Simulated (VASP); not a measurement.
WI6:

```
W I
1.0
    10.46751    0.00000    0.00000
    -5.23376    9.06513    0.00000
     0.00000    0.00000    3.01886
W I
1 6
Direct
  0.00000 0.00000 0.00000
  0.33402 0.00000 0.50000
  0.66598 0.00000 0.50000
  0.00000 0.33402 0.50000
  0.00000 0.66598 0.50000
  0.66598 0.66598 0.50000
  0.33402 0.33402 0.50000
```

The cell was generated, and may not be a known phase.

| Quantity | Value |
| --- | --- |
| Program | VASP 6.6.1 |
| Task | relaxation of cell and atoms |
| Functional | PBE |
| Potentials or basis | VASP PAW PBE potentials, release 64 (W_sv, I) |
| Cutoff | 500 eV |
| k mesh | 3 × 3 × 6 |
| Occupations | gaussian, width 0.1 eV |
| Spin | no spin polarisation |

At the start: pressure 0.7 GPa; volume 40.92 Å³/atom.

Question: How do energy, volume and symmetry change on relaxing?

Answer: Over 9 steps the energy falls by 36.9 meV/atom and the volume is 39.68 Å³/atom (-3.0 %); space group P6/mmm (No. 191, to 0.1 Å) before and after.

Step by step:
```tsv
step	energy change (eV)	largest force (eV/Å)	pressure (GPa)	volume (Å³)
1	0.0000	0.0687	0.74	286.46
2	-0.1788	0.1180	-1.13	294.08
3	-0.1789	0.1163	-1.08	293.81
4	-0.2428	0.0831	-0.59	283.94
5	-0.2494	0.0636	-0.35	280.08
6	-0.2545	0.0428	0.21	276.38
7	-0.2560	0.0502	0.02	277.55
8	-0.2568	0.0449	0.03	277.61
9	-0.2585	0.0286	0.04	277.77
```

Final structure:
```cif
data_structure
_symmetry_space_group_name_H-M 'P 1'
_symmetry_Int_Tables_number 1
_cell_length_a 10.0810
_cell_length_b 10.0810
_cell_length_c 3.1561
_cell_angle_alpha 90.000
_cell_angle_beta 90.000
_cell_angle_gamma 120.000
_cell_volume 277.77
loop_
_atom_site_label
_atom_site_type_symbol
_atom_site_fract_x
_atom_site_fract_y
_atom_site_fract_z
_atom_site_occupancy
W1 W 0.00000 0.00000 0.00000 1
I1 I 0.33161 0.00000 0.50000 1
I2 I 0.66839 0.00000 0.50000 1
I3 I 0.00000 0.33161 0.50000 1
I4 I 0.00000 0.66839 0.50000 1
I5 I 0.66839 0.66839 0.50000 1
I6 I 0.33161 0.33161 0.50000 1
```
